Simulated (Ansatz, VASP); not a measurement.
KTaO3 in VASP and in Ansatz

File INCAR:

```
SYSTEM = KTaO3
PREC = Accurate
ENCUT = 520
EDIFF = 1E-7
ISMEAR = -1
SIGMA = 0.01
LREAL = .False.
LASPH = .True.
NELM = 80
ALGO = Normal
ISIF = 2
LWAVE = .False.
LCHARG = .False.
GGA = PE
NBANDS = 27
```

Contents of KPOINTS:

```
Automatic mesh
0
Gamma
  5 5 5
  0 0 0
```

POSCAR

```
KTaO3
1.0
    3.9883000000     -0.0398830000     -0.0398830000
   -0.0398830000      3.9883000000     -0.0398830000
   -0.0398830000     -0.0398830000      3.9883000000
K Ta O
1 1 3
Direct
    0.5000000000      0.5000000000      0.5000000000
    0.0000000000      0.0000000000      0.0000000000
    0.5000000000      0.0000000000      0.0000000000
    0.0000000000      0.5000000000      0.0000000000
    0.0000000000      0.0000000000      0.5000000000
```

Input for Ansatz:

```yaml
crystal:
  lattice:
    - [3.9883, -0.039883, -0.039883]
    - [-0.039883, 3.9883, -0.039883]
    - [-0.039883, -0.039883, 3.9883]
  atoms:
    - { symbol: K, position: [0.5, 0.5, 0.5] }
    - { symbol: Ta, position: [0.0, 0.0, 0.0] }
    - { symbol: O, position: [0.5, 0.0, 0.0] }
    - { symbol: O, position: [0.0, 0.5, 0.0] }
    - { symbol: O, position: [0.0, 0.0, 0.5] }
kpoints:
  mp_grid: { grid: [5, 5, 5] }
  band_path:
    path:
      - [0.0, 0.0, 0.0]
      - [0.5, 0.0, 0.0]
      - [0.5, -0.5, 0.5]
      - [0.4804921086, -0.5195078914, 0.4804921086]
      - [0.4804921086, 0.4804921086, 0.4804921086]
      - [0.0, 0.0, 0.0]
      - [0.5, -0.5, 0.0]
    npoints: 5
scf:
  occupations: { method: fermi_dirac, width: 0.01 }
hamiltonian:
  xc: pbe
  pseudopotentials: { kind: all_electron, lapw: { basis_error: 0.0005 } }
output:
  forces: true
  stress: true
  eigenvalues: true
```

Change from the starting cell: equal xy, yz and zx shear strains of -2 %.

Alike in both runs: task single point; functional PBE; k mesh 5 × 5 × 5; occupations fermi-dirac, width 0.01 eV; no spin polarisation.

|  | VASP | Ansatz |
| --- | --- | --- |
| version | VASP 6.6.1 | Ansatz 0.2.0 |
| potentials or method | VASP PAW PBE potentials, release 64 (K_sv, Ta_pv, O), cutoff 520 eV | all-electron LAPW, scalar-relativistic |

VASP gave:

| Item | Value |
| --- | --- |
| gap on the k mesh at the Fermi level (eV) | 2.21 |
| pressure (GPa) | 6.1 |
| traceless stress, the component that is largest in VASP (GPa) | 2.02 |

Task: Which values does Ansatz return?

Result: gap on the k mesh at the Fermi level (eV): 2.26; pressure (GPa): 5.5; traceless stress, the component that is largest in VASP (GPa): 2.02.

Ansatz ran all-electron here, and VASP with PAW potentials.

Spin-orbit coupling is off throughout.
